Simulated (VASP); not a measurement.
A run of VASP 6.6.1 is set up as follows.

File INCAR:

```
ALGO = Normal
EDIFF = 1E-8
ENCUT = 520
GGA = PE
IBRION = 8
ISIF = 2
ISMEAR = 0
LASPH = True
LCHARG = False
LEPSILON = True
LREAL = False
LWAVE = False
NBANDS = 11
NELM = 60
NSW = 1
PREC = Accurate
SIGMA = 0.01
```

The input KPOINTS:

```
k-points
0
Gamma
  10 10 10
```

File POSCAR:

```
BP
1.0
    0.0000000000      2.2788959894      2.2788959894
    2.2788959894      0.0000000000      2.2788959894
    2.2788959894      2.2788959894      0.0000000000
B P
1 1
Direct
    0.0000000000      0.0000000000      0.0000000000
    0.7500000000      0.7500000000      0.7500000000
```

Potentials or basis: VASP PAW PBE potentials, release 64 (B, P).

Launch:

```bash
$ cat potpaw_PBE.64/B/POTCAR potpaw_PBE.64/P/POTCAR > POTCAR
$ mpirun -np 1 vasp_std > vasp.out
```

Q: What does it give for the electronic dielectric tensor (diagonal)?

A: 9.28.

Q: Predict the Born charges (mean of the diagonal).

A: B -0.45; P +0.45 e.

Q: What does it give for the highest phonon frequency at Γ, LO-TO splitting left out?

A: 793 cm⁻¹.

Born effective charge tensors (e):
atom 1, B
```
-0.45  0.00  0.00
 0.00 -0.45  0.00
 0.00  0.00 -0.45
```
atom 2, P
```
0.45 0.00 0.00
0.00 0.45 0.00
0.00 0.00 0.45
```

Caveat: the cell wasn't relaxed at this level first, which shifts response properties.
